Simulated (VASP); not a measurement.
Set up this calculation in VASP 6.6.1, as the native input.

```yaml
Task: single point
Functional: PBE
Potentials_or_basis: VASP PAW PBE potentials, release 64 (Al, N)
Cutoff: 520 eV
k_mesh: 11 × 11 × 6
Occupations: fermi-dirac, width 0.02 eV
Spin: no spin polarisation
Dipole_correction: no
Further_INCAR_settings: ALGO = Normal; EDIFF = 1e-07; NBANDS = 16
```

The structure of AlN lies in POSCAR:

```
AlN
1.0
    3.1110021516      0.0000000000      0.0000000000
   -1.5555010758      2.6942068945      0.0000000000
    0.0000000000      0.0000000000      4.8784400000
Al N
2 2
Direct
    0.3333333333      0.6666666667      0.0000000000
    0.6666666667      0.3333333333      0.5000000000
    0.3333333333      0.6666666667      0.3850000000
    0.6666666667      0.3333333333      0.8850000000
```

This cell differs from its parent crystal: zz strain of -2 %.

These files were run (other wordings do the same):

INCAR

```
SYSTEM = AlN
ALGO = Normal ; EDIFF = 1E-7
ENCUT = 520 ; GGA = PE
ISIF = 2 ; ISMEAR = -1
LASPH = .TRUE. ; LCHARG = .FALSE.
LREAL = .FALSE. ; LWAVE = .FALSE.
NBANDS = 16 ; NELM = 60
PREC = Accurate ; SIGMA = 0.02
```

KPOINTS

```
k-points
0
G
  11 11 6
  0 0 0
```

Potentials or basis: VASP PAW PBE potentials, release 64 (Al, N).

Run with:

```sh
$ cat potpaw_PBE.64/Al/POTCAR potpaw_PBE.64/N/POTCAR > POTCAR
$ mpirun -np 1 vasp_std > vasp.out
```

Results of the run:

```
Pressure               : 7.9 GPa
Largest force          : 0.092 eV/Å
Band gap on the k mesh : 4.29 eV, direct
```

Caveat: the cell differs from its parent crystal (zz strain of -2 %).

Run time: 20 s on 1 thread of Intel(R) Xeon(R) Platinum 8488C (Sapphire Rapids) (shared host), peak memory 0.16 GiB.
